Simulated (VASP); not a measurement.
# BP (I-4m2) in VASP: G0W0 quasiparticle levels with PBEsol

Aim: the G0W0 quasiparticle levels of BP with PBEsol.

Everything below comes from runs of VASP 6.6.1. Logs are shortened: lines on timing, memory, paths and dates and some standing lists are left out, and cuts for length are marked.

## (1) The cell of the first run

The structure is tetragonal, space group I-4m2 (No. 119). The conventional cell has a = 3.188 Å, b = 3.188 Å, c = 4.588 Å, α = 90.00°, β = 90.00°, γ = 90.00°. B (site symmetry -4m2) has 4 P at 1.96 Å within 2.6 Å. P (site symmetry -4m2) has 4 B at 1.96 Å within 2.6 Å.

## (2) G0W0 quasiparticle levels, PBEsol

POSCAR reads:

```
BP
1.0
    0.0000000000      2.2539776244      2.2940366186
    2.2539776244      0.0000000000      2.2940366186
    2.2539776244      2.2539776244      0.0000000000
B P
1 1
Direct
    0.0000000000      0.0000000000      0.0000000000
    0.2500000000      0.2500000000      0.2500000000
```

INCAR.step1 reads:

```
  PREC = Accurate
  ENCUT = 500
  EDIFF = 1E-8
  ISMEAR = 0
  SIGMA = 0.01
  LREAL = F
  LASPH = T
  NELM = 80
  ALGO = Normal
  LWAVE = T
  LCHARG = F
  GGA = PS
```

INCAR.step2 reads:

```
  PREC = Accurate
  ENCUT = 500
  EDIFF = 1E-8
  ISMEAR = 0
  SIGMA = 0.01
  LREAL = F
  LASPH = T
  NELM = 1
  ALGO = Exact
  LWAVE = T
  LCHARG = F
  GGA = PS
  NBANDS = 131
  LOPTICS = T
  ISTART = 1
```

INCAR.step3 reads:

```
  PREC = Accurate
  ENCUT = 500
  EDIFF = 1E-8
  ISMEAR = 0
  SIGMA = 0.01
  LREAL = F
  LASPH = T
  ALGO = EVGW0
  LWAVE = F
  LCHARG = F
  GGA = PS
  NELMGW = 1
  NBANDS = 131
  ENCUTGW = 180.0
  NOMEGA = 96
  PRECFOCK = Fast
  ISTART = 1
  NBANDSGW = 12
  OMEGAMAX = 30
```

KPOINTS reads:

```
regular mesh
0
Gamma
  6 6 6
```

Potentials or basis: VASP PAW PBE potentials, release 64 (B_GW, P_GW).

Command:

```console
$ cat potpaw_PBE.64/B_GW/POTCAR potpaw_PBE.64/P_GW/POTCAR > POTCAR
$ cp INCAR.step1 INCAR
$ mpirun -np 1 vasp_std > vasp.out
$ cp INCAR.step2 INCAR
$ mpirun -np 1 vasp_std > vasp.out
$ cp INCAR.step3 INCAR
$ mpirun -np 1 vasp_std > vasp.out
```

OUTCAR:

```text
PREC = Accurate
   ENCUT = 500
   EDIFF = 1E-8
   ISMEAR = 0
   LREAL = F
   LASPH = T
   GGA = PS
   NELMGW = 1
   ENCUTGW = 180.0
   PRECFOCK = Fast
   ISTART = 1

 ion  position               nearest neighbor table
   1  0.000  0.000  0.000-   2 1.96   2 1.96   2 1.96   2 1.96
   2  0.250  0.250  0.250-   1 1.96   1 1.96   1 1.96   1 1.96

  LATTYP: Found a body centered tetragonal cell.
 ALAT       =     3.1876057257
 C/A-ratio  =     1.4393477839

  Lattice vectors:

 A1 = (  -2.2539776244,   0.0000000000,   2.2940366186)
 A2 = (   2.2539776244,   0.0000000000,   2.2940366186)
 A3 = (   0.0000000000,   2.2539776244,  -2.2940366186)

Analysis of symmetry for initial positions (statically):
=====================================================================
 Subroutine PRICEL returns:
 Original cell was already a primitive cell.

 Routine SETGRP: Setting up the symmetry group for a
 body centered tetragonal supercell.

 Subroutine GETGRP returns: Found  8 space group operations
 (whereof  8 operations were pure point group operations)
 out of a pool of 16 trial point group operations.

The static configuration has the point symmetry D_2d.

Analysis of symmetry for dynamics (positions and initial velocities):
=====================================================================
 Subroutine PRICEL returns:
 Original cell was already a primitive cell.

 Routine SETGRP: Setting up the symmetry group for a
 body centered tetragonal supercell.

 Subroutine GETGRP returns: Found  8 space group operations
 (whereof  8 operations were pure point group operations)
 out of a pool of 16 trial point group operations.

The dynamic configuration has the point symmetry D_2d.

 Subroutine INISYM returns: Found  8 space group operations
 (whereof  8 operations are pure point group operations),
 and found     1 'primitive' translations

----------------------------------------------------------------------------------------

                                     Primitive cell

  volume of cell :      23.3093

  direct lattice vectors                    reciprocal lattice vectors
     0.000000000  2.253977624  2.294036619    -0.221830064  0.221830064  0.217956416
     2.253977624  0.000000000  2.294036619     0.221830064 -0.221830064  0.217956416
     2.253977624  2.253977624  0.000000000     0.221830064  0.221830064 -0.217956416

  length of vectors
     3.216056458  3.216056458  3.187605726     0.381997583  0.381997583  0.381997583

  position of ions in fractional coordinates (direct lattice)
     0.000000000  0.000000000  0.000000000
     0.250000000  0.250000000  0.250000000

  ion indices of the primitive-cell ions
   primitive index   ion index
                 1           1
                 2           2

----------------------------------------------------------------------------------------

 KPOINTS: regular mesh

Automatic generation of k-mesh.
 Grid dimensions read from file:
 generate k-points for:    6    6    6

 Generating k-lattice:

  Cartesian coordinates                     Fractional coordinates (reciprocal lattice)
    -0.036971677  0.036971677  0.036326069     0.166666667  0.000000000  0.000000000
     0.036971677 -0.036971677  0.036326069     0.000000000  0.166666667  0.000000000
     0.036971677  0.036971677 -0.036326069     0.000000000  0.000000000  0.166666667

  Length of vectors
     0.063666264  0.063666264  0.063666264

  Shift w.r.t. Gamma in fractional coordinates (k-lattice)
     0.000000000  0.000000000  0.000000000

 Subroutine IBZKPT returns following result:
 ===========================================

 Found     30 irreducible k-points:

 Following reciprocal coordinates:
            Coordinates               Weight
  0.000000  0.000000  0.000000      1.000000
  0.166667  0.000000  0.000000      8.000000
  0.333333 -0.000000  0.000000      8.000000
  0.500000  0.000000  0.000000      4.000000
  0.166667  0.166667  0.000000      2.000000
  0.333333  0.166667  0.000000      8.000000
[... 16 lines left out ...]
  0.333333  0.000000  0.333333      4.000000
  0.500000  0.000000  0.333333     16.000000
 [... further k-points ...]
   k-points           NKPTS =     30   k-points in BZ     NKDIM =    216   number of bands    NBANDS=    131
   number of dos      NEDOS =    301   number of ions     NIONS =      2
   total plane-waves  NPLWV =  13824
   dimension x,y,z NGX =    24 NGY =   24 NGZ =   24
   dimension x,y,z NGXF=    48 NGYF=   48 NGZF=   48
   ions per type =               1   1
   NGX,Y,Z   is equivalent  to a cutoff of  12.41, 12.41, 12.52 a.u.
   NGXF,Y,Z  is equivalent  to a cutoff of  24.81, 24.81, 25.03 a.u.
 SYSTEM =  unknown system
   PREC   = accura    normal or accurate (medium, high low for compatibility)
   ISTART =      1    job   : 0-new  1-cont  2-samecut
   ICHARG =      0    charge: 1-file 2-atom 10-const
   ISPIN  =      1    spin polarized calculation?
   LNONCOLLINEAR =      F non collinear calculations
   LSORBIT =      F    spin-orbit coupling
   LASPH  =      T    aspherical Exc in radial PAW
   ENCUT  =  500.0 eV  36.75 Ry    6.06 a.u.   5.86  5.86  5.81*2*pi/ulx,y,z
   NELM   =     60;   NELMIN=  2; NELMDL=  0     # of ELM steps
   EDIFF  = 0.1E-07   stopping-criterion for ELM
   LREAL  =      F    real-space projection
   EDIFFG = 0.1E-06   stopping-criterion for IOM
   NSW    =      0    number of steps for IOM
   IBRION =     -1    ionic relax: 0-MD 1-quasi-New 2-CG
   NFREE  =      0    steps in history (QN), initial steepest desc. (CG)
   ISIF   =      0    stress and relaxation
   ISYM   =      3    0-nonsym 1-usesym 2-fastsym
   POTIM  = 0.5000    time-step for ionic-motion
   TEBEG  =    0.0;   TEEND  =   0.0 temperature during run
   PSTRESS=    0.0 pullay stress
   NELECT =       8.0000    total number of electrons
   NUPDOWN=      -1.0000    fix difference up-down
   EMIN   =  10.00;   EMAX   =-10.00  energy-range for DOS
   EFERMI =   0.00;   METHOD = LEGACY
   ISMEAR =     0;   SIGMA  =   0.01  broadening in eV -4-tet -1-fermi 0-gaus
   EFERMI_NEDOS =   21; number of points for ismear=-14 and -15
   IALGO  =     38    algorithm
   IMIX   =      4    mixing-type and parameters
     AMIX     =   0.40;   BMIX     =  1.00
     AMIX_MAG =   1.60;   BMIX_MAG =  1.00
  volume/ion in A,a.u.               =      11.65        78.65
  Fermi-wavevector in a.u.,A,eV,Ry     =   1.146203  2.166010 17.875089  1.313782
  Thomas-Fermi vector in A             =   2.282889
   LORBIT       =      0    0 simple, 1 ext, 2 COOP (PROOUT), +10 PAW based schemes
   GGA     = PS    functional components
   LHFCALC =     T    Hartree Fock is set to
   PRECFOCK=fast      Normal, Fast or Accurate (Low or Medium for compatibility)
   ENCUT4O =  -1.0   cutoff for four orbital integrals eV
   NKREDX  =     1    reduce k-point grid by
   NKREDY  =     1    reduce k-point grid by
   NKREDZ  =     1    reduce k-point grid by
   AEXX    =    1.0000 exact exchange contribution
   HFSCREEN=    0.0000 screening length (either q_TF or 0.3 A-1)
   HFSCREENC=   0.0000 screening length for correlation (either q_TF or 0.3 A-1)
   ENCUTFOCK=  -1.0 apply spherical cutoff to Coloumb kernel
   IVDW    =     0    specifies the selected vdW correction
   LEPSILON=     F    determine dielectric tensor
   LRPA    =     F    only Hartree local field effects (RPA)
   LRPAFORCE           =     F    calculate RPA forces
   ENCUTGW             = 180.0    cutoff for response function in eV
   ENCUTGWSOFT         = 144.0    soft cutoff for Coulomb kernel in GW response function in eV
   ENCUTLF             =  -1.0    cutoff for local field effects
   NELMGW              =     1    number of iterations in solving QP/BSE equation
   NELMHF              =     1    number of iterations in the inner HF iteration
   NKREDLFX            =     1    NKREDLFY  =   1   NKREDLFZ  =   1
 non-spin polarized calculation
 Gauss-broadening in eV      SIGMA  =   0.01
  energy-cutoff  :      500.00
  volume of cell :       23.31
 maximum number of plane-waves:       604
  NGX = 14; NGY = 14; NGZ = 14
   NGX = 11   NGY = 11   NGZ = 11
 maximum number of plane-waves:       137

 QP shifts <psi_nk| G(iteration)W_0 |psi_nk>: iteration 1
 for sc-GW calculations column KS-energies equals QP-energies in previous step
 and V_xc(KS)=  KS-energies - (<T + V_ion + V_H > + <T+V_H+V_ion>^1  + <V_x>^1)

 k-point   1 :       0.0000    0.0000    0.0000
  band No.  KS-energies  QP-energies   sigma(KS)   V_xc(KS)     V^pw_x(r,r')   Z            occupation Imag(sigma)

      1      -8.3849      -9.1587     -13.1878     -12.0767     -20.4622       0.6964       2.0000       1.3863
      2       7.0122       6.4258     -14.0402     -13.2945     -14.9363       0.7863       2.0000       0.0328
      3       7.1883       6.6075     -14.0005     -13.2618     -14.8521       0.7862       2.0000       0.0318
      4       7.1883       6.6075     -14.0005     -13.2618     -14.8521       0.7862       2.0000       0.0318
      5      10.4647      10.8228     -11.6742     -12.1313      -7.1600       0.7834       0.0000      -0.0853
      6      10.4647      10.8228     -11.6742     -12.1313      -7.1600       0.7834       0.0000      -0.0853
      7      10.5605      10.9178     -11.6635     -12.1197      -7.1313       0.7831       0.0000      -0.0852
      8      14.5143      14.8125     -12.3304     -12.7274      -6.1810       0.7511       0.0000      -0.1776
      9      18.4068      18.5172      -9.6656      -9.8069      -3.4216       0.7809       0.0000      -0.3491
     10      18.8800      19.3353     -11.1929     -11.7807      -5.0047       0.7747       0.0000      -0.3023
     11      19.3479      19.8090     -11.2354     -11.8311      -4.9394       0.7741       0.0000      -0.3340
     12      22.2364      22.4236      -9.8610     -10.1018      -2.8585       0.7777       0.0000      -0.7015

 k-point   2 :       0.1667    0.0000    0.0000
  band No.  KS-energies  QP-energies   sigma(KS)   V_xc(KS)     V^pw_x(r,r')   Z            occupation Imag(sigma)
[... 353 lines left out ...]
      1      -4.2087      -4.9318     -13.5508     -12.5455     -19.2469       0.7192       2.0000       0.7454
      2      -0.4051      -1.2060     -13.7268     -12.6173     -17.8768       0.7218       2.0000       0.2881
      3       1.8859       1.1815     -12.9743     -12.0341     -15.6557       0.7492       2.0000       0.1154
      4       3.3521       2.6378     -13.5123     -12.5732     -15.7531       0.7606       2.0000       0.0765
      5       8.8628       9.0982     -10.7092     -11.0045      -6.3923       0.7969       0.0000      -0.0785
      6      11.0905      11.3830     -10.9265     -11.2983      -6.0717       0.7868       0.0000      -0.0982
      7      16.9125      17.3527     -11.8902     -12.4794      -5.1705       0.7472       0.0000      -0.3153
      8      17.4456      17.8712     -12.0525     -12.6240      -5.1747       0.7447       0.0000      -0.3460
      9      20.8281      21.2576     -11.7601     -12.3359      -4.2922       0.7459       0.0000      -0.5747
     10      22.0896      22.5141     -11.4961     -12.0568      -4.1945       0.7569       0.0000      -0.6383
     11      24.7240      25.1068     -12.0684     -12.5854      -4.0540       0.7405       0.0000      -0.8817
     12      26.1978      26.5998     -11.9146     -12.4497      -4.1115       0.7513       0.0000      -1.0120

 [... further k-points ...]
```

Run time: 4.9 min. Hardware: 1 thread of Intel Xeon 6975P-C (Granite Rapids), shared host; peak memory 0.63 GiB.

What came out:

```yaml
Quasiparticle_gap: 1.87 eV
Least_direct_quasiparticle_gap: 4.22 eV
Band_gap_of_the_starting_levels_on_the_mesh: 1.10 eV
Least_direct_gap_of_the_starting_levels_on_the_mesh: 3.28 eV
```

Caveat: the k points lie up to 0.40 Å⁻¹ apart; bands, screening cutoff and mesh are small and nothing is extrapolated, so the quasiparticle values aren't converged.
